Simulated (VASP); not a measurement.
## Bi2Te2Se: single point with r2SCAN+rVV10

The system is Bi2Te2Se.

```
CELL_PARAMETERS angstrom
4.28124 0.00000 0.00000
-2.14062 3.70766 0.00000
0.00000 0.00000 20.87226
ATOMIC_POSITIONS crystal
Bi 0.00000 0.00000 0.65856
Bi 0.00000 0.00000 0.34144
Bi 0.00000 0.00000 0.15856
Bi 0.00000 0.00000 0.84144
Te 0.66667 0.33333 0.07401
Te 0.33333 0.66667 0.92599
Te 0.33333 0.66667 0.57401
Te 0.66667 0.33333 0.42599
Se 0.66667 0.33333 0.75000
Se 0.33333 0.66667 0.25000
```

```yaml
Program: VASP 6.6.1
Task: single point
Functional: r2SCAN
Dispersion: rVV10
Potentials_or_basis: VASP PAW PBE potentials, release 64 (Bi_d, Te, Se)
Cutoff: 550 eV
k_mesh: 6 × 6 × 2
Occupations: fermi-dirac, width 0.03 eV
Spin: no spin polarisation
```

```json
{"Pressure": "0.2 GPa", "Largest force": "0.036 eV/Å", "Band gap on the k mesh": "0.31 eV"}
```

Forces in eV/Å, atoms in the order of the input:
```
Bi   0.000  0.000  0.016
Bi   0.000  0.000 -0.016
Bi   0.000  0.000  0.016
Bi   0.000  0.000 -0.016
Te   0.000  0.000 -0.036
Te   0.000  0.000  0.036
Te   0.000  0.000 -0.036
Te   0.000  0.000  0.036
Se   0.000  0.000  0.000
Se   0.000  0.000  0.000
```

Levels at points of the mesh, in eV from the valence-band top:
```
           k point  band 44  band 45  band 46  band 47  band 48  band 49  band 50  band 51  band 52  band 53
(0.00, 0.00, 0.00)    -1.23    -1.06    -1.06    -0.97     0.00     0.31     0.82     1.46     1.46     1.70
(0.50, 0.00, 0.00)    -1.72    -1.60    -1.47    -1.28    -1.02     0.96     1.49     1.66     1.71     2.22
(0.00, 0.00, 0.50)    -1.12    -1.12    -1.12    -0.49    -0.49     0.65     0.65     1.54     1.54     1.54
(0.50, 0.00, 0.50)    -1.94    -1.43    -1.43    -1.17    -1.17     1.17     1.17     1.96     1.96     2.01
```

Wall time 28 min on 1 thread of Intel(R) Xeon(R) Platinum 8488C (Sapphire Rapids), on a shared host, peak memory 1.4 GiB.

Caveat: the PAW data sets were made with another functional, which shifts forces and pressure a little; spin-orbit coupling is left out, which moves the levels of the heavy elements. A k mesh can miss the band edges.
